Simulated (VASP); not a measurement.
# Ge in VASP: notebook

The runs below take Ge through single point, with PBE.

Everything below comes from runs of VASP 6.6.1. Logs are shortened: lines on timing, memory, paths and dates and some standing lists are left out, and cuts for length are marked.

## Step 1: The cell of the first run

The cell holds a slab with vacuum, 6 atoms: a = 3.998 Å, b = 3.998 Å, c = 27.430 Å, α = 90.00°, β = 90.00°, γ = 120.00°.

## Step 2: Single point, PBE

File INCAR:

```
SYSTEM = Ge
PREC     = Accurate       ! precision mode
ENCUT    = 520            ! plane-wave cutoff, eV
EDIFF    = 1E-6           ! SCF threshold, eV
ISMEAR   = 0              ! smearing method
SIGMA    = 0.1            ! smearing width, eV
LREAL    = .FALSE.        ! projectors in reciprocal space
LASPH    = .TRUE.         ! aspherical terms in the spheres
NELM     = 60             ! most SCF steps
ALGO     = Normal         ! electronic algorithm
ISIF     = 2              ! what is computed and relaxed
LWAVE    = .FALSE.        ! write WAVECAR
LCHARG   = .TRUE.         ! write CHGCAR
LDIPOL   = .TRUE.       
IDIPOL   = 3            
DIPOL    = 0.5 0.5 0.502
GGA      = PE             ! functional
LELF     = .TRUE.         ! ELF
LVHAR    = .TRUE.       
LVACPOTAV= .TRUE.       
NBANDS   = 51             ! bands
```

File KPOINTS:

```
Automatic mesh
0
G
  18 18 1
  0 0 0
```

File POSCAR:

```
Ge
1.0
    3.9975858400      0.0000000000      0.0000000000
   -1.9987929200      3.4620108900      0.0000000000
    0.0000000000      0.0000000000     27.4295962663
Ge
6
Direct
    0.3333333334      0.6666666668      0.3645697116
    0.6666666666      0.3333333334      0.3948369575
    0.6666666666      0.3333333334      0.4848663770
    0.3333333334      0.6666666668      0.5171311480
    0.3333333334      0.6666666668      0.6099832366
    0.6666666666      0.3333333334      0.6408589796
```

Potentials or basis: VASP PAW PBE potentials, release 64 (Ge_d).

Started as:

```
$ cat potpaw_PBE.64/Ge_d/POTCAR > POTCAR
$ mpirun -np 1 vasp_std > vasp.out
```

OUTCAR:

```text
SYSTEM = Ge
   PREC = Accurate
   ENCUT = 520
   EDIFF = 1E-6
   ISMEAR = 0
   LREAL = .FALSE.
   LASPH = .TRUE.
   NELM = 60
   ISIF = 2
   GGA = PE

 ion  position               nearest neighbor table
   1  0.333  0.667  0.365-   2 2.45   2 2.45   2 2.45
   2  0.667  0.333  0.395-   1 2.45   1 2.45   1 2.45   3 2.47
   3  0.667  0.333  0.485-   2 2.47   4 2.47   4 2.47   4 2.47
   4  0.333  0.667  0.517-   3 2.47   3 2.47   3 2.47   5 2.55
   5  0.333  0.667  0.610-   6 2.46   6 2.46   6 2.46   4 2.55
   6  0.667  0.333  0.641-   5 2.46   5 2.46   5 2.46

  LATTYP: Found a hexagonal cell.
 ALAT       =     3.9975858400
 C/A-ratio  =     6.8615402806

  Lattice vectors:

 A1 = (   3.9975858400,   0.0000000000,   0.0000000000)
 A2 = (  -1.9987929200,   3.4620108900,   0.0000000000)
 A3 = (   0.0000000000,   0.0000000000,  27.4295962663)

Analysis of symmetry for initial positions (statically):
=====================================================================
 Subroutine PRICEL returns:
 Original cell was already a primitive cell.

 Routine SETGRP: Setting up the symmetry group for a
 hexagonal supercell.

 Subroutine GETGRP returns: Found  6 space group operations
 (whereof  6 operations were pure point group operations)
 out of a pool of 24 trial point group operations.

The static configuration has the point symmetry C_3v.

Analysis of symmetry for dynamics (positions and initial velocities):
=====================================================================
 Subroutine PRICEL returns:
 Original cell was already a primitive cell.

 Routine SETGRP: Setting up the symmetry group for a
 hexagonal supercell.

 Subroutine GETGRP returns: Found  6 space group operations
 (whereof  6 operations were pure point group operations)
 out of a pool of 24 trial point group operations.

The dynamic configuration has the point symmetry C_3v.

 Subroutine INISYM returns: Found  6 space group operations
 (whereof  6 operations are pure point group operations),
 and found     1 'primitive' translations

----------------------------------------------------------------------------------------

                                     Primitive cell

  volume of cell :     379.6170

  direct lattice vectors                    reciprocal lattice vectors
     3.997585840  0.000000000  0.000000000     0.250150976  0.144424733  0.000000000
    -1.998792920  3.462010890  0.000000000     0.000000000  0.288849467  0.000000000
     0.000000000  0.000000000 27.429596266     0.000000000  0.000000000  0.036456971

  length of vectors
     3.997585840  3.997585839 27.429596266     0.288849467  0.288849467  0.036456971

  position of ions in fractional coordinates (direct lattice)
     0.333333333  0.666666667  0.364569712
     0.666666667  0.333333333  0.394836957
     0.666666667  0.333333333  0.484866377
     0.333333333  0.666666667  0.517131148
     0.333333333  0.666666667  0.609983237
     0.666666667  0.333333333  0.640858980

  ion indices of the primitive-cell ions
   primitive index   ion index
                 1           1
                 2           2
                 3           3
                 4           4
                 5           5
                 6           6

----------------------------------------------------------------------------------------

 KPOINTS: Automatic mesh

Automatic generation of k-mesh.
 Grid dimensions read from file:
 generate k-points for:   18   18    1

 Generating k-lattice:

  Cartesian coordinates                     Fractional coordinates (reciprocal lattice)
     0.013897276  0.008023596  0.000000000     0.055555556  0.000000000  0.000000000
     0.000000000  0.016047193  0.000000000     0.000000000  0.055555556  0.000000000
     0.000000000  0.000000000  0.036456971     0.000000000  0.000000000  1.000000000

  Length of vectors
     0.016047193  0.016047193  0.036456971

  Shift w.r.t. Gamma in fractional coordinates (k-lattice)
     0.000000000  0.000000000  0.000000000

 Subroutine IBZKPT returns following result:
 ===========================================

 Found     37 irreducible k-points:

 Following reciprocal coordinates:
            Coordinates               Weight
  0.000000  0.000000  0.000000      1.000000
  0.055556 -0.000000  0.000000      6.000000
  0.111111 -0.000000  0.000000      6.000000
  0.166667  0.000000  0.000000      6.000000
  0.222222 -0.000000  0.000000      6.000000
  0.277778  0.000000  0.000000      6.000000
[... 16 lines left out ...]
  0.333333  0.111111  0.000000     12.000000
  0.388889  0.111111  0.000000     12.000000
 [... further k-points ...]
   k-points           NKPTS =     37   k-points in BZ     NKDIM =     37   number of bands    NBANDS=     51
   number of dos      NEDOS =    301   number of ions     NIONS =      6
   total plane-waves  NPLWV = 189000
   dimension x,y,z NGX =    30 NGY =   30 NGZ =  210
   dimension x,y,z NGXF=    60 NGYF=   60 NGZF=  420
   ions per type =               6
   NGX,Y,Z   is equivalent  to a cutoff of  12.48, 12.48, 12.73 a.u.
   NGXF,Y,Z  is equivalent  to a cutoff of  24.95, 24.95, 25.46 a.u.
 SYSTEM =  Ge
   PREC   = accura    normal or accurate (medium, high low for compatibility)
   ISTART =      0    job   : 0-new  1-cont  2-samecut
   ICHARG =      2    charge: 1-file 2-atom 10-const
   ISPIN  =      1    spin polarized calculation?
   LNONCOLLINEAR =      F non collinear calculations
   LSORBIT =      F    spin-orbit coupling
   LASPH  =      T    aspherical Exc in radial PAW
   ENCUT  =  520.0 eV  38.22 Ry    6.18 a.u.   7.43  7.43 51.00*2*pi/ulx,y,z
   NELM   =     60;   NELMIN=  2; NELMDL= -5     # of ELM steps
   EDIFF  = 0.1E-05   stopping-criterion for ELM
   LREAL  =      F    real-space projection
   EDIFFG = 0.1E-04   stopping-criterion for IOM
   NSW    =      0    number of steps for IOM
   IBRION =     -1    ionic relax: 0-MD 1-quasi-New 2-CG
   NFREE  =      0    steps in history (QN), initial steepest desc. (CG)
   ISIF   =      2    stress and relaxation
   ISYM   =      2    0-nonsym 1-usesym 2-fastsym
   POTIM  = 0.5000    time-step for ionic-motion
   TEBEG  =    0.0;   TEEND  =   0.0 temperature during run
   PSTRESS=    0.0 pullay stress
   NELECT =      84.0000    total number of electrons
   NUPDOWN=      -1.0000    fix difference up-down
   EMIN   =  10.00;   EMAX   =-10.00  energy-range for DOS
   EFERMI =   0.00;   METHOD = LEGACY
   ISMEAR =     0;   SIGMA  =   0.10  broadening in eV -4-tet -1-fermi 0-gaus
   EFERMI_NEDOS =   21; number of points for ismear=-14 and -15
   IALGO  =     38    algorithm
   IMIX   =      4    mixing-type and parameters
     AMIX     =   0.40;   BMIX     =  1.00
     AMIX_MAG =   1.60;   BMIX_MAG =  1.00
  volume/ion in A,a.u.               =      63.27       426.96
  Fermi-wavevector in a.u.,A,eV,Ry     =   0.990192  1.871191 13.340241  0.980480
  Thomas-Fermi vector in A             =   2.121845
   LORBIT       =      0    0 simple, 1 ext, 2 COOP (PROOUT), +10 PAW based schemes
   GGA     = PE    functional components
   LHFCALC =     F    Hartree Fock is set to
   AEXX    =    0.0000 exact exchange contribution
   IVDW    =     0    specifies the selected vdW correction
   LEPSILON=     F    determine dielectric tensor
   LRPA    =     F    only Hartree local field effects (RPA)
 non-spin polarized calculation
 Gauss-broadening in eV      SIGMA  =   0.10
  energy-cutoff  :      520.00
  volume of cell :      379.62
 maximum number of plane-waves:     10297
 NGX is ok and might be reduce to    30
   NGX = 15   NGY = 15   NGZ =103

 dipolmoment           0.000000      0.000000     -0.000545 electrons x Angstroem

 number of electron      84.0000083 magnetization

 dipolmoment           0.000000      0.000000      0.001824 electrons x Angstroem

 Free energy of the ion-electron system (eV)
  ---------------------------------------------------
  ext. energy  EPLUGINS =         0.00000000
  ---------------------------------------------------
  free energy    TOTEN  =       -25.15249781 eV

  energy without entropy =      -25.13272194  energy(sigma->0) =      -25.14260988

 E-fermi :  -1.3232     XC(G=0):  -4.1374

 val. band max:       -1.3245838692   @ k =   0.2778   0.0000   0.0000
 cond. band min:      -1.2908242465   @ k =   0.3333   0.2778   0.0000
 fundamental gap:      0.0337596226
 Fermi energy:        -1.3231714208

 k-point     1 :       0.0000    0.0000    0.0000
  band No.  band energies     occupation
      1     -25.8235      2.00000
      2     -25.8235      2.00000
      3     -25.7975      2.00000
      4     -25.7575      2.00000
      5     -25.7575      2.00000
      6     -25.7468      2.00000
[... 43 lines left out ...]
     50       2.6694      0.00000
     51       2.7465      0.00000

 k-point     2 :       0.0556   -0.0000    0.0000
  band No.  band energies     occupation
      1     -25.8250      2.00000
      2     -25.8240      2.00000
      3     -25.7966      2.00000
      4     -25.7575      2.00000
      5     -25.7563      2.00000
      6     -25.7455      2.00000
[... 43 lines left out ...]
     50       2.7863      0.00000
     51       2.7974      0.00000

 k-point     3 :       0.1111   -0.0000    0.0000
  band No.  band energies     occupation
      1     -25.8282      2.00000
      2     -25.8251      2.00000
      3     -25.7954      2.00000
      4     -25.7571      2.00000
      5     -25.7530      2.00000
      6     -25.7422      2.00000
[... 43 lines left out ...]
     50       2.8808      0.00000
     51       3.1054      0.00000
[... 1027 lines left out ...]
 k-point    23 :       0.3333    0.1111    0.0000
  band No.  band energies     occupation
      1     -25.8348      2.00000
      2     -25.8320      2.00000
      3     -25.8022      2.00000
      4     -25.7448      2.00000
      5     -25.7390      2.00000
      6     -25.7187      2.00000
[... 43 lines left out ...]
     50       3.7141      0.00000
     51       4.3572      0.00000

 k-point    24 :       0.3889    0.1111    0.0000
  band No.  band energies     occupation
      1     -25.8340      2.00000
      2     -25.8324      2.00000
      3     -25.8038      2.00000
      4     -25.7442      2.00000
      5     -25.7358      2.00000
      6     -25.7145      2.00000
[... 43 lines left out ...]
     50       3.9692      0.00000
     51       4.2989      0.00000

 [... further k-points ...]

------------------------ aborting loop because EDIFF is reached ----------------------------------------

  FORCE on cell =-STRESS in cart. coord.  units (eV):
  Direction    XX          YY          ZZ          XY          YZ          ZX
  --------------------------------------------------------------------------------------
  -------------------------------------------------------------------------------------
  Total        1.9362379      1.9362379      0.8867776      0.0000000      0.0000000      0.0000000
  in kB        8.1719117      8.1719117      3.7426540      0.0000000      0.0000000      0.0000000
  external PRESSURE =       6.6954925 kB  Pullay stress =       0.0000000 kB

 VOLUME and BASIS-vectors are now :
 -----------------------------------------------------------------------------
  energy-cutoff  :      520.00
  volume of cell :      379.62
      direct lattice vectors                 reciprocal lattice vectors
     3.997585840  0.000000000  0.000000000     0.250150976  0.144424733  0.000000000
    -1.998792920  3.462010890  0.000000000     0.000000000  0.288849467  0.000000000
     0.000000000  0.000000000 27.429596266     0.000000000  0.000000000  0.036456971

 POSITION                                       TOTAL-FORCE (eV/Angst)
 -----------------------------------------------------------------------------------
      0.00000      2.30801     10.00000         0.000000      0.000000     -0.063312
      1.99879      1.15400     10.83022        -0.000000     -0.000000     -0.353945
      1.99879      1.15400     13.29969        -0.000000      0.000000      0.469176
      0.00000      2.30801     14.18470         0.000000     -0.000000     -0.029574
      0.00000      2.30801     16.73159        -0.000000      0.000000      0.037005
      1.99879      1.15400     17.57850         0.000000      0.000000     -0.059350
 -----------------------------------------------------------------------------------
    total drift:                                0.000000     -0.000001      0.001302

  FREE ENERGIE OF THE ION-ELECTRON SYSTEM (eV)
  ---------------------------------------------------
  free  energy   TOTEN  =       -25.1524978123 eV

  energy  without entropy=      -25.1327219400  energy(sigma->0) =      -25.14260988

 vacuum level on the upper side and lower side of the slab         3.296         3.272
```

Run time: 45 min. Hardware: 1 thread of Intel Xeon 8259CL, shared host; peak memory 0.78 GiB.

Results:

```yaml
Free_energy: -25.1525 eV
Largest_force: 0.469 eV/Å
Band_gap_on_the_k_mesh: zero (bands 42 and 43 overlap by 0.50 eV)
```

Forces in eV/Å, atoms in the order of the input:
```
Ge   0.000  0.000 -0.063
Ge   0.000  0.000 -0.354
Ge   0.000  0.000  0.469
Ge   0.000  0.000 -0.030
Ge   0.000  0.000  0.037
Ge   0.000  0.000 -0.059
```

Levels at points of the mesh, in eV from the Fermi level:
```csv
k point,band 38,band 39,band 40,band 41,band 42,band 43,band 44,band 45,band 46,band 47
"(0.00, 0.00, 0.00)",-0.72,-0.19,-0.19,0.36,0.36,0.68,0.96,1.33,1.73,3.17
"(0.50, 0.00, 0.00)",-2.28,-2.11,-1.75,-1.20,-0.85,0.04,1.15,1.62,1.84,3.35
```

## Step 3: Single point, PBE

File INCAR:

```
PREC     = Accurate       # precision mode
ENCUT    = 520            # plane-wave cutoff, eV
EDIFF    = 1E-6           # SCF threshold, eV
ISMEAR   = 0              # smearing method
SIGMA    = 0.1            # smearing width, eV
LREAL    = F              # projectors in reciprocal space
LASPH    = T              # aspherical terms in the spheres
NELM     = 60             # most SCF steps
ALGO     = Normal         # electronic algorithm
ISIF     = 2              # what is computed and relaxed
LWAVE    = F              # write WAVECAR
LCHARG   = F              # write CHGCAR
LDIPOL   = T            
IDIPOL   = 3            
DIPOL    = 0.5 0.5 0.502
GGA      = PE             # functional
NBANDS   = 51             # bands
```

File KPOINTS:

```
Automatic mesh
0
Gamma
  9 9 1
```

File POSCAR:

```
Ge
1.0
    3.9975858393      0.0000000000      0.0000000000
   -1.9987929196      3.4620108906      0.0000000000
    0.0000000000      0.0000000000     27.4295962663
Ge
6
Direct
    0.3333333333      0.6666666667      0.3645697116
    0.6666666667      0.3333333333      0.3948369575
    0.6666666667      0.3333333333      0.4848663770
    0.3333333333      0.6666666667      0.5171311480
    0.3333333333      0.6666666667      0.6099832366
    0.6666666667      0.3333333333      0.6408589796
```

Potentials or basis: VASP PAW PBE potentials, release 64 (Ge_d).

Started as:

```
$ cat potpaw_PBE.64/Ge_d/POTCAR > POTCAR
$ mpirun -np 1 vasp_std > vasp.out
```

It took 6.8 min on 1 thread of AMD EPYC 7R13 (Zen 3), shared host; peak memory 0.49 GiB.

It converged, with:

```
Free energy            : -25.1467 eV
Largest force          : 0.466 eV/Å
Band gap on the k mesh : zero (bands 42 and 43 overlap by 0.48 eV)
```

Forces on the atoms (eV/Å):
```
Ge   0.000  0.000 -0.106
Ge   0.000  0.000 -0.353
Ge   0.000  0.000  0.466
Ge   0.000  0.000 -0.022
Ge   0.000  0.000  0.027
Ge   0.000  0.000 -0.011
```

Levels at points of the mesh, in eV from the Fermi level:
```csv
k point,band 38,band 39,band 40,band 41,band 42,band 43,band 44,band 45,band 46,band 47
"(0.00, 0.00, 0.00)",-0.74,-0.20,-0.20,0.34,0.34,0.66,0.95,1.31,1.71,3.15
```

The gap in the log of VASP goes by the Fermi energy; the results here count the filled bands.